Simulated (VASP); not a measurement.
A run of VASP 6.6.1 is set up as follows.

The input INCAR:

```
SYSTEM = Si
PREC     = Accurate       ! precision mode
ENCUT    = 520            ! plane-wave cutoff, eV
EDIFF    = 1E-6           ! SCF threshold, eV
ISMEAR   = 0              ! smearing method
SIGMA    = 0.15           ! smearing width, eV
LREAL    = .FALSE.        ! projectors in reciprocal space
LASPH    = .TRUE.         ! aspherical terms in the spheres
NELM     = 100            ! most SCF steps
ALGO     = Normal         ! electronic algorithm
ISIF     = 2              ! what is computed and relaxed
LWAVE    = .FALSE.        ! write WAVECAR
LCHARG   = .FALSE.        ! write CHGCAR
GGA      = PS             ! functional
NBANDS   = 8              ! bands
```

File KPOINTS:

```
regular mesh
0
G
  24 24 24
  0 0 0
```

Contents of POSCAR:

```
Si
1.0
    0.0000000000      2.1449427386      1.5164745162
    2.1449427386      0.0000000000      1.5164745162
    2.1449427386      2.1449427386      0.0000000000
Si
1
Direct
    0.0000000000      0.0000000000      0.0000000000
```

Potentials or basis: VASP PAW PBE potentials, release 64 (Si).

Launch:

```console
$ cat potpaw_PBE.64/Si/POTCAR > POTCAR
$ mpirun -np 1 vasp_std > vasp.out
```

Question: Predict the pressure.

Answer: 2.5 GPa.

Question: What does it give for the band gap on the k mesh?

Answer: Zero (bands 2 and 3 overlap by 16.31 eV).

Caveat: the PAW data sets were made with another functional, which shifts forces and pressure a little.
